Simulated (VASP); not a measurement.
# BaTiO3: single point with r2SCAN

BaTiO3:

```
Ba Ti O
1.0
     3.96333    0.00000    0.00000
     0.00000    2.85798    2.87415
     0.00000   -2.85798    2.87415
Ba Ti O
1 1 3
Direct
  0.00000 0.00826 0.00826
  0.50000 0.52382 0.52382
  0.00000 0.49020 0.49020
  0.50000 0.49393 0.98001
  0.50000 0.98001 0.49393
```

| Quantity | Value |
| --- | --- |
| Program | VASP 6.6.1 |
| Task | single point |
| Functional | r2SCAN |
| Potentials or basis | VASP PAW PBE potentials, release 64 (Ba_sv, Ti_sv, O) |
| Cutoff | 520 eV |
| k mesh | 8 × 8 × 8 |
| Occupations | gaussian, width 0.02 eV |
| Spin | no spin polarisation |
| Dipole correction | no |
| Further INCAR settings | ALGO = Normal; EDIFF = 1e-07; NBANDS = 28 |

| Property | Result |
| --- | --- |
| Pressure | 1.9 GPa |
| Largest force | 0.173 eV/Å |
| Band gap on the k mesh | 2.64 eV, indirect (least direct gap 3.12 eV) |

Forces in eV/Å, atoms in the order of the input:
```
Ba   0.000  0.000 -0.032
Ti   0.000  0.000 -0.173
O    0.000  0.000  0.018
O    0.000 -0.080  0.093
O    0.000  0.080  0.093
```

Stress tensor (GPa, compression positive):
```
1.85 0.00 0.00
0.00 2.02 0.00
0.00 0.00 1.90
```

Levels at points of the mesh, in eV from the valence-band top:
```csv
k point,band 18,band 19,band 20,band 21,band 22,band 23
"(0.00, 0.00, 0.00)",-0.57,-0.55,-0.47,2.64,2.86,2.93
"(0.50, 0.00, 0.00)",-1.53,-1.25,-1.14,3.03,4.05,4.26
"(0.00, 0.50, 0.00)",-1.69,-1.00,-0.83,2.86,4.11,4.13
"(0.50, 0.50, 0.00)",-0.98,-0.94,-0.08,4.16,4.18,4.54
"(0.00, 0.50, 0.50)",-0.96,-0.88,-0.29,4.11,4.17,4.44
"(0.50, 0.50, 0.50)",-0.21,-0.03,0.00,4.64,4.68,4.82
```

Wall time 11 min on 1 thread of Intel(R) Xeon(R) Platinum 8259CL CPU @ 2.50GHz (Skylake/Cascade Lake), with other jobs on the host, peak memory 0.31 GiB.

Caveat: the PAW data sets were made with another functional, which shifts forces and pressure a little; spin-orbit coupling is left out, which moves the levels of the heavy elements. r2SCAN opens gaps a little over a GGA but as a rule still falls short of measured ones.
